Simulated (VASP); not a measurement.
## CoO: single point with PBE

CoO:

```
Co O
1.0
    -1.51301    1.51301    2.11425
     1.51301   -1.51301    2.11425
     1.51301    1.51301   -2.11425
Co O
1 1
Direct
  0.00000 0.00000 0.00000
  0.50000 0.50000 0.00000
```

```json
{"Program": "VASP 6.6.1", "Task": "single point", "Functional": "PBE", "Potentials or basis": "VASP PAW PBE potentials, release 64 (Co, O)", "Cutoff": "520 eV", "k mesh": "13 × 13 × 15", "Occupations": "fermi-dirac, width 0.03 eV", "Spin": "collinear spin, ferromagnetic start", "Starting moments": "[2.0, 0.0] μB"}
```

```json
{
  "Pressure": "-2.1 GPa",
  "Net moment": "2.93 μB per cell",
  "Site moments": "Co +2.57; O +0.30 μB",
  "Valence electrons inside the program's atomic spheres": "Co 7.79; O 4.98"
}
```

Levels at points of the mesh, in eV from the Fermi level:
Spin up:
| k point | band 5 | band 6 | band 7 | band 8 | band 9 | band 10 | band 11 | band 12 | band 13 | band 14 |
| --- | --- | --- | --- | --- | --- | --- | --- | --- | --- | --- |
| (0.00, 0.00, 0.00) | -3.12 | -3.12 | -3.09 | -3.09 | -2.99 | 1.00 | 16.86 | 18.11 | 18.11 | 18.16 |
Spin down:
```
           k point  band 4  band 5  band 6  band 7  band 8  band 9
(0.00, 0.00, 0.00)   -2.51   -1.10   -1.10   -1.07    0.04    0.09
```

Run time: 39 min on 1 thread of Oxide Virtual Turin-like Processor, on a shared host, peak memory 0.67 GiB.

Caveat: a cell with one magnetic atom can't hold antiferromagnetic order, which such compounds often take; semilocal functionals often make such compounds metallic where correlation or magnetic order opens a gap, which also shifts bond lengths. With open d or f shells a metallic result of PBE can be an artefact of self-interaction; +U or a hybrid may open a gap.
